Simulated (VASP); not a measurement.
Here is a VASP 6.6.1 calculation.

INCAR

```
SYSTEM = Fe
  PREC = Accurate
  ENCUT = 520
  EDIFF = 1E-6
  ISMEAR = -1
  SIGMA = 0.05
  LREAL = .False.
  LASPH = .True.
  NELM = 150
  ALGO = Normal
  ISIF = 2
  LWAVE = .False.
  LCHARG = .True.
  ISPIN = 2
  MAGMOM = 3
  LORBIT = 11
  LMAXMIX = 4
  GGA = PS
  LELF = .True.
  LVHAR = .True.
  NBANDS = 14
```

The input KPOINTS:

```
Automatic mesh
0
Gamma
  13 13 13
  0 0 0
```

POSCAR

```
Fe
1.0
   -1.4619890197      1.4619890197      1.4619890197
    1.4619890197     -1.4619890197      1.4619890197
    1.4619890197      1.4619890197     -1.4619890197
Fe
1
Direct
    0.0000000000      0.0000000000      0.0000000000
```

Potentials or basis: VASP PAW PBE potentials, release 64 (Fe).

Launch:

```sh
$ cat potpaw_PBE.64/Fe/POTCAR > POTCAR
$ mpirun -np 1 vasp_std > vasp.out
```

(1) What does it give for the site moments?

(2) Predict the net moment.

(3) What does it give for the pressure?

Results:

(1) Fe +2.44 μB.

(2) 2.44 μB per cell.

(3) -20.1 GPa.

Caveat: the cell stands under tension; the PAW data sets were made with another functional, which shifts forces and pressure a little.
